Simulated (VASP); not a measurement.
# Si (P6_3/mmc) in VASP: further runs

Si is run at these levels: PBE+D3(BJ); tasks: single point.

All numbers are computed with VASP 6.6.1; they aren't measurements. Logs are shortened: lines on timing, memory, paths and dates and some standing lists are left out, and cuts for length are marked.

## 1. The cell of the first run

The structure is hexagonal, space group P6_3/mmc (No. 194). The conventional cell has a = 2.439 Å, b = 2.439 Å, c = 4.509 Å, α = 90.00°, β = 90.00°, γ = 120.00°. Si (site symmetry -6m2) has 12 Si at 2.44 to 2.66 Å within 3.2 Å.

This isn't the form of Si at room conditions, which is diamond.

## 2. Single point, PBE+D3(BJ) (strain -0.0750 x Voigt [1, 1, 0, 0, 0, 0])

The input, INCAR:

```
  ALGO = Normal
  EDIFF = 1E-6
  ENCUT = 520
  GGA = PE
  ISIF = 2
  ISMEAR = 0
  IVDW = 12
  LASPH = True
  LCHARG = True
  LELF = True
  LREAL = False
  LVHAR = True
  LWAVE = False
  NBANDS = 11
  NELM = 80
  PREC = Accurate
  SIGMA = 0.15
```

The input, KPOINTS:

```
k-points
0
Gamma
  24 24 14
```

The input, POSCAR:

```
Si
1.0
    2.4392225376      0.0000000000      0.0000000000
   -1.2196112688      2.1124286831      0.0000000000
    0.0000000000      0.0000000000      4.5089914857
Si
2
Direct
    0.3333333333      0.6666666667      0.2500000000
    0.6666666667      0.3333333333      0.7500000000
```

Potentials or basis: VASP PAW PBE potentials, release 64 (Si).

On the command line:

```bash
> cat potpaw_PBE.64/Si/POTCAR > POTCAR
> mpirun -np 1 vasp_std > vasp.out
```

OUTCAR:

```text
EDIFF = 1E-6
   ENCUT = 520
   GGA = PE
   ISIF = 2
   ISMEAR = 0
   IVDW = 12
   LASPH = True
   LREAL = False
   NELM = 80
   PREC = Accurate
 IVDW          = 12

 ion  position               nearest neighbor table
   1  0.333  0.667  0.250-   2 2.66   2 2.66   2 2.66   2 2.66   2 2.66   2 2.66
   2  0.667  0.333  0.750-   1 2.66   1 2.66   1 2.66   1 2.66   1 2.66   1 2.66

  LATTYP: Found a hexagonal cell.
 ALAT       =     2.4392225376
 C/A-ratio  =     1.8485363333

  Lattice vectors:

 A1 = (   2.4392225376,   0.0000000000,   0.0000000000)
 A2 = (  -1.2196112688,   2.1124286831,   0.0000000000)
 A3 = (   0.0000000000,   0.0000000000,   4.5089914857)

Analysis of symmetry for initial positions (statically):
=====================================================================
 Subroutine PRICEL returns:
 Original cell was already a primitive cell.

 Routine SETGRP: Setting up the symmetry group for a
 hexagonal supercell.

 Subroutine GETGRP returns: Found 24 space group operations
 (whereof 12 operations were pure point group operations)
 out of a pool of 24 trial point group operations.

The static configuration has the point symmetry D_3d.
 The point group associated with its full space group is D_6h.

Analysis of symmetry for dynamics (positions and initial velocities):
=====================================================================
 Subroutine PRICEL returns:
 Original cell was already a primitive cell.

 Routine SETGRP: Setting up the symmetry group for a
 hexagonal supercell.

 Subroutine GETGRP returns: Found 24 space group operations
 (whereof 12 operations were pure point group operations)
 out of a pool of 24 trial point group operations.

The dynamic configuration has the point symmetry D_3d.
 The point group associated with its full space group is D_6h.

 Subroutine INISYM returns: Found 24 space group operations
 (whereof 12 operations are pure point group operations),
 and found     1 'primitive' translations

----------------------------------------------------------------------------------------

                                     Primitive cell

  volume of cell :      23.2334

  direct lattice vectors                    reciprocal lattice vectors
     2.439222538  0.000000000  0.000000000     0.409966694  0.236694381  0.000000000
    -1.219611269  2.112428683  0.000000000     0.000000000  0.473388762  0.000000000
     0.000000000  0.000000000  4.508991486     0.000000000  0.000000000  0.221779084

  length of vectors
     2.439222538  2.439222538  4.508991486     0.473388762  0.473388762  0.221779084

  position of ions in fractional coordinates (direct lattice)
     0.333333333  0.666666667  0.250000000
     0.666666667  0.333333333  0.750000000

  ion indices of the primitive-cell ions
   primitive index   ion index
                 1           1
                 2           2

----------------------------------------------------------------------------------------

 KPOINTS: k-points

Automatic generation of k-mesh.
 Grid dimensions read from file:
 generate k-points for:   24   24   14

 Generating k-lattice:

  Cartesian coordinates                     Fractional coordinates (reciprocal lattice)
     0.017081946  0.009862266  0.000000000     0.041666667  0.000000000  0.000000000
     0.000000000  0.019724532  0.000000000     0.000000000  0.041666667  0.000000000
     0.000000000  0.000000000  0.015841363     0.000000000  0.000000000  0.071428571

  Length of vectors
     0.019724532  0.019724532  0.015841363

  Shift w.r.t. Gamma in fractional coordinates (k-lattice)
     0.000000000  0.000000000  0.000000000

 Subroutine IBZKPT returns following result:
 ===========================================

 Found    488 irreducible k-points:

 Following reciprocal coordinates:
            Coordinates               Weight
  0.000000  0.000000  0.000000      1.000000
  0.041667  0.000000  0.000000      6.000000
  0.083333  0.000000  0.000000      6.000000
  0.125000  0.000000  0.000000      6.000000
  0.166667  0.000000  0.000000      6.000000
  0.208333  0.000000  0.000000      6.000000
[... 16 lines left out ...]
  0.416667  0.041667  0.000000     12.000000
  0.458333  0.041667  0.000000     12.000000
 [... further k-points ...]
   k-points           NKPTS =    488   k-points in BZ     NKDIM =    488   number of bands    NBANDS=     11
   number of dos      NEDOS =    301   number of ions     NIONS =      2
   total plane-waves  NPLWV =  11664
   dimension x,y,z NGX =    18 NGY =   18 NGZ =   36
   dimension x,y,z NGXF=    36 NGYF=   36 NGZF=   72
   ions per type =               2
   NGX,Y,Z   is equivalent  to a cutoff of  12.27, 12.27, 13.27 a.u.
   NGXF,Y,Z  is equivalent  to a cutoff of  24.54, 24.54, 26.55 a.u.
 SYSTEM =  unknown system
   PREC   = accura    normal or accurate (medium, high low for compatibility)
   ISTART =      0    job   : 0-new  1-cont  2-samecut
   ICHARG =      2    charge: 1-file 2-atom 10-const
   ISPIN  =      1    spin polarized calculation?
   LNONCOLLINEAR =      F non collinear calculations
   LSORBIT =      F    spin-orbit coupling
   LASPH  =      T    aspherical Exc in radial PAW
   ENCUT  =  520.0 eV  38.22 Ry    6.18 a.u.   4.54  4.54  8.38*2*pi/ulx,y,z
   NELM   =     80;   NELMIN=  2; NELMDL= -5     # of ELM steps
   EDIFF  = 0.1E-05   stopping-criterion for ELM
   LREAL  =      F    real-space projection
[... 7 lines left out ...]
   TEBEG  =    0.0;   TEEND  =   0.0 temperature during run
   PSTRESS=    0.0 pullay stress
   NELECT =       8.0000    total number of electrons
   NUPDOWN=      -1.0000    fix difference up-down
   EMIN   =  10.00;   EMAX   =-10.00  energy-range for DOS
   EFERMI =   0.00;   METHOD = LEGACY
   ISMEAR =     0;   SIGMA  =   0.15  broadening in eV -4-tet -1-fermi 0-gaus
   EFERMI_NEDOS =   21; number of points for ismear=-14 and -15
   IALGO  =     38    algorithm
   IMIX   =      4    mixing-type and parameters
     AMIX     =   0.40;   BMIX     =  1.00
     AMIX_MAG =   1.60;   BMIX_MAG =  1.00
  volume/ion in A,a.u.               =      11.62        78.39
  Fermi-wavevector in a.u.,A,eV,Ry     =   1.147450  2.168367 17.914003  1.316642
  Thomas-Fermi vector in A             =   2.284130
   LORBIT       =      0    0 simple, 1 ext, 2 COOP (PROOUT), +10 PAW based schemes
   GGA     = PE    functional components
   LHFCALC =     F    Hartree Fock is set to
   AEXX    =    0.0000 exact exchange contribution
   IVDW    =    12    specifies the selected vdW correction
   LEPSILON=     F    determine dielectric tensor
   LRPA    =     F    only Hartree local field effects (RPA)
 non-spin polarized calculation
 Gauss-broadening in eV      SIGMA  =   0.15
  energy-cutoff  :      520.00
  volume of cell :       23.23
 maximum number of plane-waves:       653
   NGX =  9   NGY =  9   NGZ = 17

 number of electron       8.0000001 magnetization

 Free energy of the ion-electron system (eV)
  ---------------------------------------------------
  ext. energy  EPLUGINS =         0.00000000
  ---------------------------------------------------
  free energy    TOTEN  =        -9.35716292 eV

  energy without entropy =       -9.34985920  energy(sigma->0) =       -9.35351106

 E-fermi :  13.3253     XC(G=0): -12.0929

 val. band max:       13.3108443353   @ k =   0.2083   0.2083   0.2857
 cond. band min:      13.3316855949   @ k =   0.2917   0.1667   0.0000
 fundamental gap:      0.0208412595
 Fermi energy:        13.3252763861

 k-point     1 :       0.0000    0.0000    0.0000
  band No.  band energies     occupation
      1      -3.3410      2.00000
      2       3.0965      2.00000
      3       4.2732      2.00000
      4      22.8655      0.00000
      5      23.1637      0.00000
      6      25.8084      0.00000
      7      25.8084      0.00000
      8      26.0347      0.00000
      9      26.0347      0.00000
     10      30.0299      0.00000
     11      30.0640      0.00000

 k-point     2 :       0.0417    0.0000    0.0000
  band No.  band energies     occupation
      1      -3.2845      2.00000
      2       3.1517      2.00000
      3       4.3267      2.00000
      4      22.7893      0.00000
      5      23.2032      0.00000
      6      24.4507      0.00000
      7      24.8303      0.00000
      8      26.4803      0.00000
      9      27.0939      0.00000
     10      29.0635      0.00000
     11      29.3467      0.00000

 k-point     3 :       0.0833    0.0000    0.0000
  band No.  band energies     occupation
      1      -3.1149      2.00000
      2       3.3169      2.00000
      3       4.4873      2.00000
      4      21.9728      0.00000
      5      23.3184      0.00000
      6      23.3404      0.00000
      7      23.8401      0.00000
      8      25.9269      0.00000
      9      27.8215      0.00000
     10      28.1048      0.00000
     11      28.7488      0.00000

 k-point     4 :       0.1250    0.0000    0.0000
  band No.  band energies     occupation
      1      -2.8327      2.00000
      2       3.5913      2.00000
      3       4.7549      2.00000
      4      20.1197      0.00000
      5      22.9428      0.00000
      6      23.1514      0.00000
      7      23.4936      0.00000
      8      24.6647      0.00000
      9      26.8996      0.00000
     10      27.5864      0.00000
     11      27.7642      0.00000
[... 239 lines left out ...]
 k-point    22 :       0.3750    0.0417    0.0000
  band No.  band energies     occupation
      1       1.7261      2.00000
      2       7.4123      2.00000
      3       8.9223      2.00000
      4       9.1219      2.00000
      5      14.3232      0.00000
      6      15.6545      0.00000
      7      18.4312      0.00000
      8      22.4044      0.00000
      9      23.6117      0.00000
     10      25.5853      0.00000
     11      26.8014      0.00000

 k-point    23 :       0.4167    0.0417    0.0000
  band No.  band energies     occupation
      1       2.8162      2.00000
      2       6.5670      2.00000
      3       9.2887      2.00000
      4      10.1601      2.00000
      5      12.9720      1.99913
      6      14.1987      0.00000
      7      18.2255      0.00000
      8      22.2391      0.00000
      9      23.4493      0.00000
     10      25.4118      0.00000
     11      26.8091      0.00000

 k-point    24 :       0.4583    0.0417    0.0000
  band No.  band energies     occupation
      1       4.0018      2.00000
      2       5.2702      2.00000
      3      10.2011      2.00000
      4      11.1947      2.00000
      5      11.7995      2.00000
      6      12.9545      1.99953
      7      18.1234      0.00000
      8      22.1540      0.00000
      9      23.3681      0.00000
     10      25.3176      0.00000
     11      26.8080      0.00000

 [... further k-points ...]

------------------------ aborting loop because EDIFF is reached ----------------------------------------

 Edisp (eV)   -1.07739

 E8    (eV) :    -0.4421

  FORCE on cell =-STRESS in cart. coord.  units (eV):
  Direction    XX          YY          ZZ          XY          YZ          ZX
  --------------------------------------------------------------------------------------
  -------------------------------------------------------------------------------------
  Total       4.17574     4.17574     1.83523     0.00000     0.00000     0.00000
  in kB     287.95963   287.95963   126.55776     0.00000     0.00000     0.00000
  external pressure =      234.16 kB  Pullay stress =        0.00 kB

 VOLUME and BASIS-vectors are now :
 -----------------------------------------------------------------------------
  energy-cutoff  :      520.00
  volume of cell :       23.23
      direct lattice vectors                 reciprocal lattice vectors
     2.439222538  0.000000000  0.000000000     0.409966694  0.236694381  0.000000000
    -1.219611269  2.112428683  0.000000000     0.000000000  0.473388762  0.000000000
     0.000000000  0.000000000  4.508991486     0.000000000  0.000000000  0.221779084

 POSITION                                       TOTAL-FORCE (eV/Angst)
 -----------------------------------------------------------------------------------
     -0.00000      1.40829      1.12725        -0.000000      0.000000      0.000000
      1.21961      0.70414      3.38174         0.000000     -0.000000      0.000000
 -----------------------------------------------------------------------------------
    total drift:                               -0.000000      0.000000     -0.000000

  FREE ENERGIE OF THE ION-ELECTRON SYSTEM (eV)
  ---------------------------------------------------
  free  energy   TOTEN  =       -10.4345513972 eV

  energy  without entropy=      -10.4272476825  energy(sigma->0) =      -10.43089954
```

It took 34 s on 1 thread of Intel Xeon 6975P-C (Granite Rapids), shared host; peak memory 0.22 GiB.

Results:

```
Free energy                : -10.4346 eV
Pressure                   : 23.4 GPa
Band gap on the k mesh     : zero (bands 4 and 5 overlap by 12.84 eV)
Dispersion energy per atom : -0.539 eV
```

Stress tensor (GPa, compression positive):
```
28.80  0.00  0.00
 0.00 28.80  0.00
 0.00  0.00 12.66
```

Levels at points of the mesh, in eV from the Fermi level:
| k point | band 2 | band 3 | band 4 | band 5 | band 6 | band 7 |
| --- | --- | --- | --- | --- | --- | --- |
| (0.00, 0.00, 0.00) | -10.23 | -9.05 | 9.54 | 9.84 | 12.48 | 12.48 |
| (0.50, 0.00, 0.00) | -8.73 | -2.91 | -1.90 | -1.83 | -0.70 | 5.80 |
| (0.00, 0.00, 0.50) | -14.90 | -1.20 | -1.20 | 13.60 | 13.60 | 13.60 |
| (0.50, 0.00, 0.50) | -7.51 | -6.45 | -6.45 | 5.79 | 5.79 | 6.19 |

Caveat: the cell differs from its parent crystal (strain -0.0750 x Voigt [1, 1, 0, 0, 0, 0]); the stress differs along the axes, from 13 to 29 GPa.

[end of part 1 of 2]

The gap in the log of VASP goes by the Fermi energy; the results here count the filled bands.